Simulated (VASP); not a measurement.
A run of VASP 6.6.1:

File INCAR:

```
SYSTEM = TiSi2
ALGO = Normal ; EDIFF = 1E-6
ENCUT = 520 ; GGA = PE
ISIF = 2 ; ISMEAR = 0
LASPH = .TRUE. ; LCHARG = .FALSE.
LREAL = .FALSE. ; LWAVE = .FALSE.
NBANDS = 29 ; NELM = 80
PREC = Accurate ; SIGMA = 0.15
```

File KPOINTS:

```
k-points
0
G
  12 12 12
  0 0 0
```

File POSCAR:

```
TiSi2
1.0
    1.7579093104     -6.9026876064      0.0000000000
    1.7579093104      6.9026876064      0.0000000000
    0.0000000000      0.0000000000      3.5472441279
Ti Si
2 4
Direct
    0.8968075258      0.1031924742      0.7500000000
    0.1031924742      0.8968075258      0.2500000000
    0.5591373591      0.4408626409      0.7500000000
    0.4408626409      0.5591373591      0.2500000000
    0.2498287182      0.7501712818      0.7500000000
    0.7501712818      0.2498287182      0.2500000000
```

Potentials or basis: VASP PAW PBE potentials, release 64 (Ti_sv, Si).

The run is started by

```sh
$ cat potpaw_PBE.64/Ti_sv/POTCAR potpaw_PBE.64/Si/POTCAR > POTCAR
$ mpirun -np 1 vasp_std > vasp.out
```

Hardware: 1 thread of Intel Xeon 6975P-C (shared host).

Task: How long does it take, and how much memory?

Result: Wall time 20 min on 1 thread of Intel Xeon 6975P-C, with other jobs on the host, peak memory 0.73 GiB. Counts: scf iterations 15, k points 301.
